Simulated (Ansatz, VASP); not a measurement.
**Li16H in VASP and in Ansatz**

```xyz
17
Lattice="6.9800 0.0000 0.0000 0.0000 6.9800 0.0000 0.0000 0.0000 6.9800" Properties=species:S:1:pos:R:3 pbc="T T T"
Li    0.0102   -0.1741    0.0012
Li    3.5737    0.0691    0.0047
Li    0.0101    3.6626    0.0011
Li    0.0114   -0.0276    3.4885
Li    1.6934    1.7453    1.7093
Li    3.5744    3.4182    0.0047
Li    3.4288    0.0860    3.4938
Li    5.3237    1.7445    1.7592
Li    0.0114    3.5161    3.4885
Li    1.7580    5.2348    1.6655
Li    1.6932    1.7452    5.2808
Li    3.4283    3.4029    3.4938
Li    5.1165    5.2343    1.8488
Li    5.3202    1.7445    5.2286
Li    1.7546    5.2347    5.3295
Li    5.1191    5.2343    5.1478
H     0.9682    5.2352    0.0042
```

Alike in both runs: functional PBEsol; k mesh 3 × 3 × 3; occupations gaussian, width 0.15 eV; no spin polarisation.

Ansatz relaxed the structure, and its values are those at the end. VASP's run is a single point on that final structure, the one shown.

|  | VASP | Ansatz |
| --- | --- | --- |
| version | VASP 6.6.1 | Ansatz 0.2.0 |
| potentials or method | VASP PAW PBE potentials, release 64 (Li_sv, H), cutoff 520 eV | scalar-relativistic, plane waves, PAW |
| valence electrons in the cell | 49 | 49 |

```csv
,VASP,Ansatz,Ansatz less VASP
rms of the force components (eV/Å),0.005,0.005,-0.0006
```

VASP's potentials were made for PBE, not for PBEsol.

Noted on VASP's run: the cutoff is short for stress, so the pressure is rough.
